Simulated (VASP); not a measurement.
# SiO (P4/mmm) in VASP: a series of runs

SiO is run at these levels: PBE; tasks: single point.

Everything below comes from runs of VASP 6.6.1. Logs are shortened: lines on timing, memory, paths and dates and some standing lists are left out, and cuts for length are marked.

**1. The cell of the first run**

The structure is tetragonal, space group P4/mmm (No. 123). The conventional cell has a = 2.807 Å, b = 2.807 Å, c = 2.695 Å, α = 90.00°, β = 90.00°, γ = 90.00°. Within 3.2 Å of Si (site symmetry 4/mmm) lie 8 O at 2.40 Å and 6 Si at 2.69 to 2.81 Å. O (site symmetry 4/mmm) has 8 Si at 2.40 Å and 6 O at 2.69 to 2.81 Å within 3.2 Å.

**2. Single point, PBE**

File INCAR:

```
SYSTEM = SiO
ALGO = Normal ; EDIFF = 1E-6
ENCUT = 520 ; GGA = PE
ISIF = 2 ; ISMEAR = -1
LASPH = .TRUE. ; LCHARG = .FALSE.
LREAL = .FALSE. ; LWAVE = .FALSE.
NBANDS = 12 ; NELM = 100
PREC = Accurate ; SIGMA = 0.05
```

File KPOINTS:

```
k-points
0
G
  8 8 8
  0 0 0
```

File POSCAR:

```
SiO
1.0
    2.8069700000      0.0000000000      0.0000000000
    0.0000000000      2.8069700000      0.0000000000
    0.0000000000      0.0000000000      2.6946912000
Si O
1 1
Direct
    0.0000000000      0.0000000000      0.0000000000
    0.5000000000      0.5000000000      0.5000000000
```

Potentials or basis: VASP PAW PBE potentials, release 64 (Si, O).

On the command line:

```
$ cat potpaw_PBE.64/Si/POTCAR potpaw_PBE.64/O/POTCAR > POTCAR
$ mpirun -np 1 vasp_std > vasp.out
```

OUTCAR:

```text
SYSTEM = SiO
   EDIFF = 1E-6
   ENCUT = 520
   GGA = PE
   ISIF = 2
   ISMEAR = -1
   LASPH = .TRUE.
   LREAL = .FALSE.
   NELM = 100
   PREC = Accurate

 ion  position               nearest neighbor table
   1  0.000  0.000  0.000-   2 2.40   2 2.40   2 2.40   2 2.40   2 2.40   2 2.40   2 2.40   2 2.40

   2  0.500  0.500  0.500-   1 2.40   1 2.40   1 2.40   1 2.40   1 2.40   1 2.40   1 2.40   1 2.40

  LATTYP: Found a simple tetragonal cell.
 ALAT       =     2.8069700000
 C/A-ratio  =     0.9600000000

  Lattice vectors:

 A1 = (   2.8069700000,   0.0000000000,   0.0000000000)
 A2 = (   0.0000000000,   2.8069700000,   0.0000000000)
 A3 = (   0.0000000000,   0.0000000000,   2.6946912000)

Analysis of symmetry for initial positions (statically):
=====================================================================
 Subroutine PRICEL returns:
 Original cell was already a primitive cell.

 Routine SETGRP: Setting up the symmetry group for a
 simple tetragonal supercell.

 Subroutine GETGRP returns: Found 16 space group operations
 (whereof 16 operations were pure point group operations)
 out of a pool of 16 trial point group operations.

The static configuration has the point symmetry D_4h.

Analysis of symmetry for dynamics (positions and initial velocities):
=====================================================================
 Subroutine PRICEL returns:
 Original cell was already a primitive cell.

 Routine SETGRP: Setting up the symmetry group for a
 simple tetragonal supercell.

 Subroutine GETGRP returns: Found 16 space group operations
 (whereof 16 operations were pure point group operations)
 out of a pool of 16 trial point group operations.

The dynamic configuration has the point symmetry D_4h.

 Subroutine INISYM returns: Found 16 space group operations
 (whereof 16 operations are pure point group operations),
 and found     1 'primitive' translations

----------------------------------------------------------------------------------------

                                     Primitive cell

  volume of cell :      21.2317

  direct lattice vectors                    reciprocal lattice vectors
     2.806970000  0.000000000  0.000000000     0.356256034  0.000000000  0.000000000
     0.000000000  2.806970000  0.000000000     0.000000000  0.356256034  0.000000000
     0.000000000  0.000000000  2.694691200     0.000000000  0.000000000  0.371100036

  length of vectors
     2.806970000  2.806970000  2.694691200     0.356256034  0.356256034  0.371100036

  position of ions in fractional coordinates (direct lattice)
     0.000000000  0.000000000  0.000000000
     0.500000000  0.500000000  0.500000000

  ion indices of the primitive-cell ions
   primitive index   ion index
                 1           1
                 2           2

----------------------------------------------------------------------------------------

 KPOINTS: k-points

Automatic generation of k-mesh.
 Grid dimensions read from file:
 generate k-points for:    8    8    8

 Generating k-lattice:

  Cartesian coordinates                     Fractional coordinates (reciprocal lattice)
     0.044532004  0.000000000  0.000000000     0.125000000  0.000000000  0.000000000
     0.000000000  0.044532004  0.000000000     0.000000000  0.125000000  0.000000000
     0.000000000  0.000000000  0.046387504     0.000000000  0.000000000  0.125000000

  Length of vectors
     0.044532004  0.044532004  0.046387504

  Shift w.r.t. Gamma in fractional coordinates (k-lattice)
     0.000000000  0.000000000  0.000000000

 Subroutine IBZKPT returns following result:
 ===========================================

 Found     75 irreducible k-points:

 Following reciprocal coordinates:
            Coordinates               Weight
  0.000000  0.000000  0.000000      1.000000
  0.125000  0.000000  0.000000      4.000000
  0.250000  0.000000  0.000000      4.000000
  0.375000  0.000000  0.000000      4.000000
  0.500000  0.000000  0.000000      2.000000
  0.125000  0.125000  0.000000      4.000000
[... 16 lines left out ...]
  0.375000  0.125000  0.125000     16.000000
  0.500000  0.125000  0.125000      8.000000
 [... further k-points ...]
   k-points           NKPTS =     75   k-points in BZ     NKDIM =     75   number of bands    NBANDS=     12
   number of dos      NEDOS =    301   number of ions     NIONS =      2
   total plane-waves  NPLWV =  11520
   dimension x,y,z NGX =    24 NGY =   24 NGZ =   20
   dimension x,y,z NGXF=    48 NGYF=   48 NGZF=   40
   ions per type =               1   1
   NGX,Y,Z   is equivalent  to a cutoff of  14.21, 14.21, 12.34 a.u.
   NGXF,Y,Z  is equivalent  to a cutoff of  28.43, 28.43, 24.68 a.u.
 SYSTEM =  SiO
   PREC   = accura    normal or accurate (medium, high low for compatibility)
   ISTART =      0    job   : 0-new  1-cont  2-samecut
   ICHARG =      2    charge: 1-file 2-atom 10-const
   ISPIN  =      1    spin polarized calculation?
   LNONCOLLINEAR =      F non collinear calculations
   LSORBIT =      F    spin-orbit coupling
   LASPH  =      T    aspherical Exc in radial PAW
   ENCUT  =  520.0 eV  38.22 Ry    6.18 a.u.   5.22  5.22  5.01*2*pi/ulx,y,z
   NELM   =    100;   NELMIN=  2; NELMDL= -5     # of ELM steps
   EDIFF  = 0.1E-05   stopping-criterion for ELM
   LREAL  =      F    real-space projection
   EDIFFG = 0.1E-04   stopping-criterion for IOM
   NSW    =      0    number of steps for IOM
   IBRION =     -1    ionic relax: 0-MD 1-quasi-New 2-CG
   NFREE  =      0    steps in history (QN), initial steepest desc. (CG)
   ISIF   =      2    stress and relaxation
   ISYM   =      2    0-nonsym 1-usesym 2-fastsym
   POTIM  = 0.5000    time-step for ionic-motion
   TEBEG  =    0.0;   TEEND  =   0.0 temperature during run
   PSTRESS=    0.0 pullay stress
   NELECT =      10.0000    total number of electrons
   NUPDOWN=      -1.0000    fix difference up-down
   EMIN   =  10.00;   EMAX   =-10.00  energy-range for DOS
   EFERMI =   0.00;   METHOD = LEGACY
   ISMEAR =    -1;   SIGMA  =   0.05  broadening in eV -4-tet -1-fermi 0-gaus
   EFERMI_NEDOS =   21; number of points for ismear=-14 and -15
   IALGO  =     38    algorithm
   IMIX   =      4    mixing-type and parameters
     AMIX     =   0.40;   BMIX     =  1.00
     AMIX_MAG =   1.60;   BMIX_MAG =  1.00
  volume/ion in A,a.u.               =      10.62        71.64
  Fermi-wavevector in a.u.,A,eV,Ry     =   1.273738  2.407015 22.074195  1.622408
  Thomas-Fermi vector in A             =   2.406544
   LORBIT       =      0    0 simple, 1 ext, 2 COOP (PROOUT), +10 PAW based schemes
   GGA     = PE    functional components
   LHFCALC =     F    Hartree Fock is set to
   AEXX    =    0.0000 exact exchange contribution
   IVDW    =     0    specifies the selected vdW correction
   LEPSILON=     F    determine dielectric tensor
   LRPA    =     F    only Hartree local field effects (RPA)
 non-spin polarized calculation
  energy-cutoff  :      520.00
  volume of cell :       21.23
 maximum number of plane-waves:       586
 NGX is ok and might be reduce to    24
   NGX = 11   NGY = 11   NGZ = 11

 number of electron      10.0000001 magnetization

 Free energy of the ion-electron system (eV)
  ---------------------------------------------------
  ext. energy  EPLUGINS =         0.00000000
  ---------------------------------------------------
  free energy    TOTEN  =       -10.37316633 eV

  energy without entropy =      -10.37095551  energy(sigma->0) =      -10.37206092

 E-fermi :   8.6656     XC(G=0): -11.6398

 val. band max:        8.5727237379   @ k =   0.1250   0.0000   0.5000
 cond. band min:       8.7368144745   @ k =   0.5000   0.3750   0.5000
 fundamental gap:      0.1640907367
 Fermi energy:         8.6655898343

 k-point     1 :       0.0000    0.0000    0.0000
  band No.  band energies     occupation
      1     -11.6429      2.00000
      2       1.7487      2.00000
      3       4.9540      2.00000
      4       4.9540      2.00000
      5       5.5754      2.00000
      6      14.2665      0.00000
      7      14.7958      0.00000
      8      16.8531      0.00000
      9      16.8531      0.00000
     10      17.6819      0.00000
     11      27.4226      0.00000
     12      28.5022      0.00000

 k-point     2 :       0.1250    0.0000    0.0000
  band No.  band energies     occupation
      1     -11.4944      2.00000
      2       1.0259      2.00000
      3       5.0616      2.00000
      4       5.2929      2.00000
      5       5.6659      2.00000
      6      13.6286      0.00000
      7      14.9083      0.00000
      8      16.6187      0.00000
      9      17.5300      0.00000
     10      18.1658      0.00000
     11      26.7759      0.00000
     12      27.7369      0.00000

 k-point     3 :       0.2500    0.0000    0.0000
  band No.  band energies     occupation
      1     -11.0991      2.00000
      2      -0.4553      2.00000
      3       5.3391      2.00000
      4       5.8962      2.00000
      5       6.0599      2.00000
      6      12.2086      0.00000
      7      15.5979      0.00000
      8      16.0082      0.00000
      9      17.1202      0.00000
     10      20.9392      0.00000
     11      25.7873      0.00000
     12      26.5313      0.00000
[... 286 lines left out ...]
 k-point    23 :       0.3750    0.1250    0.1250
  band No.  band energies     occupation
      1     -10.3911      2.00000
      2      -1.3088      2.00000
      3       4.1271      2.00000
      4       5.3872      2.00000
      5       8.4844      1.94798
      6      10.5807      0.00000
      7      12.8642      0.00000
      8      15.8092      0.00000
      9      20.6320      0.00000
     10      22.8296      0.00000
     11      23.1933      0.00000
     12      25.3900      0.00000

 k-point    24 :       0.5000    0.1250    0.1250
  band No.  band energies     occupation
      1     -10.1884      2.00000
      2      -1.7804      2.00000
      3       4.3490      2.00000
      4       5.5829      2.00000
      5       8.7781      0.19078
      6       9.8285      0.00000
      7      12.5906      0.00000
      8      15.9855      0.00000
      9      21.2733      0.00000
     10      22.0909      0.00000
     11      22.7983      0.00000
     12      26.5128      0.00000

 [... further k-points ...]
[... 5 lines left out ...]
  --------------------------------------------------------------------------------------
  -------------------------------------------------------------------------------------
  Total        0.5235284      0.5235284      0.9153003      0.0000000     -0.0000000      0.0000000
  in kB       39.5062935     39.5062935     69.0700288      0.0000000     -0.0000000      0.0000000
  external PRESSURE =      49.3608719 kB  Pullay stress =       0.0000000 kB

 VOLUME and BASIS-vectors are now :
 -----------------------------------------------------------------------------
  energy-cutoff  :      520.00
  volume of cell :       21.23
      direct lattice vectors                 reciprocal lattice vectors
     2.806970000  0.000000000  0.000000000     0.356256034  0.000000000  0.000000000
     0.000000000  2.806970000  0.000000000     0.000000000  0.356256034  0.000000000
     0.000000000  0.000000000  2.694691200     0.000000000  0.000000000  0.371100036

 POSITION                                       TOTAL-FORCE (eV/Angst)
 -----------------------------------------------------------------------------------
      0.00000      0.00000      0.00000         0.000000      0.000000      0.000000
      1.40349      1.40349      1.34735         0.000000      0.000000      0.000000
 -----------------------------------------------------------------------------------
    total drift:                                0.000000     -0.000000     -0.000000

  FREE ENERGIE OF THE ION-ELECTRON SYSTEM (eV)
  ---------------------------------------------------
  free  energy   TOTEN  =       -10.3731663324 eV

  energy  without entropy=      -10.3709555146  energy(sigma->0) =      -10.37206092
```

Run time: 6.5 s. Hardware: 1 thread of Intel Xeon 6975P-C, shared host; peak memory 0.14 GiB.

Results:

| Property | Result |
| --- | --- |
| Free energy | -10.3732 eV |
| Pressure | 4.9 GPa |
| Band gap on the k mesh | zero (band 5 reaches 9.02 eV, above the bottom of band 6 at 7.94 eV) |

Levels at points of the mesh, in eV from the Fermi level:
```csv
k point,band 2,band 3,band 4,band 5,band 6,band 7,band 8,band 9
"(0.00, 0.00, 0.00)",-6.92,-3.71,-3.71,-3.09,5.60,6.13,8.19,8.19
"(0.50, 0.00, 0.00)",-10.99,-2.88,-2.41,-0.85,1.04,6.38,7.77,8.45
"(0.50, 0.50, 0.00)",-7.65,-7.65,-5.69,-1.94,4.31,4.31,8.99,10.10
"(0.00, 0.00, 0.50)",-10.58,-2.77,-2.77,-1.36,1.07,6.83,6.83,8.54
"(0.50, 0.00, 0.50)",-7.51,-7.44,-5.01,-2.24,3.66,4.21,8.13,9.20
"(0.50, 0.50, 0.50)",-5.39,-5.28,-5.28,-1.29,-0.73,-0.73,-0.56,12.65
```

(Continued in part 2 of 2.)
